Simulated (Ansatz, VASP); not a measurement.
# AlN in VASP and in Ansatz

The input POSCAR:

```
AlN
1.0
   -3.1066653375      0.0000000000      0.0000000000
   -1.5533326688     -2.6904511034      0.0000000000
   -1.2426661350      0.0000000000      9.9568096770
Al N
4 4
Direct
   -0.0285052471      0.3333333333      0.9045964511
    0.1714947529      0.3333333333      0.4045964511
    0.6048280862      0.6666666667      0.1545964511
    0.4048280862      0.6666666667      0.6545964511
    0.2951719138      0.3333333333      0.0954035489
    0.0951719138      0.3333333333      0.5954035489
    0.5285052471      0.6666666667      0.3454035489
    0.3285052471      0.6666666667      0.8454035489
```

Contents of INCAR.step1:

```
PREC = Accurate
ENCUT = 520
ISMEAR = 0
SIGMA = 0.05
LREAL = F
LASPH = T
NELM = 100
NBANDS = 26
GGA = PE
ALGO = Normal
EDIFF = 1E-4
LWAVE = T
LCHARG = F
```

The input INCAR.step2:

```
PREC = Accurate
ENCUT = 520
EDIFF = 1E-6
ISMEAR = 0
SIGMA = 0.05
LREAL = F
LASPH = T
NELM = 100
ALGO = Normal
ISIF = 2
LWAVE = F
LCHARG = F
METAGGA = R2SCAN
LMIXTAU = T
NBANDS = 26
ISTART = 1
```

Contents of KPOINTS:

```
regular mesh
0
Gamma
  8 8 3
```

Input for Ansatz:

```yaml
crystal:
  lattice:
    - [-3.1066653375, 0.0, 0.0]
    - [-1.5533326688, -2.6904511034, 0.0]
    - [-1.242666135, 0.0, 9.956809677]
  atoms:
    - { symbol: Al, position: [-0.0285052471, 0.3333333333, 0.9045964511] }
    - { symbol: Al, position: [0.1714947529, 0.3333333333, 0.4045964511] }
    - { symbol: Al, position: [0.6048280862, 0.6666666667, 0.1545964511] }
    - { symbol: Al, position: [0.4048280862, 0.6666666667, 0.6545964511] }
    - { symbol: "N", position: [0.2951719138, 0.3333333333, 0.0954035489] }
    - { symbol: "N", position: [0.0951719138, 0.3333333333, 0.5954035489] }
    - { symbol: "N", position: [0.5285052471, 0.6666666667, 0.3454035489] }
    - { symbol: "N", position: [0.3285052471, 0.6666666667, 0.8454035489] }
basis:
  ecutwfc: 500
kpoints:
  mp_grid: { grid: [8, 8, 3] }
hamiltonian:
  xc: r2scan
scf:
  occupations: { method: gaussian, width: 0.05 }
output:
  forces: true
  stress: true
  eigenvalues: true
```

Alike in both runs: task single point; functional r2SCAN; k mesh 8 × 8 × 3; occupations gaussian, width 0.05 eV; no spin polarisation.

```csv
,VASP,Ansatz
version,VASP 6.6.1,Ansatz 0.2.0
potentials or method,"VASP PAW PBE potentials, release 64 (Al, N), cutoff 520 eV","scalar-relativistic, plane waves, PAW"
valence electrons in the cell,32,32
```

|  | VASP | Ansatz | Ansatz less VASP |
| --- | --- | --- | --- |
| gap on the k mesh at the Fermi level (eV) | 3.87 | 3.87 | +0.001 |
| least direct gap on the mesh (eV) | 3.90 | 3.87 | -0.029 |
| pressure (GPa) | -1.7 | -1.3 | +0.38 |
| traceless stress, the component that is largest in VASP (GPa) | -8.26 | -8.25 | +0.004 |
| rms of the force components (eV/Å) | 0.456 | 0.457 | +0.0006 |

VASP's potentials were made for PBE, not for r2SCAN. Atom by atom the forces differ by 0.004 eV/Å (rms over components).
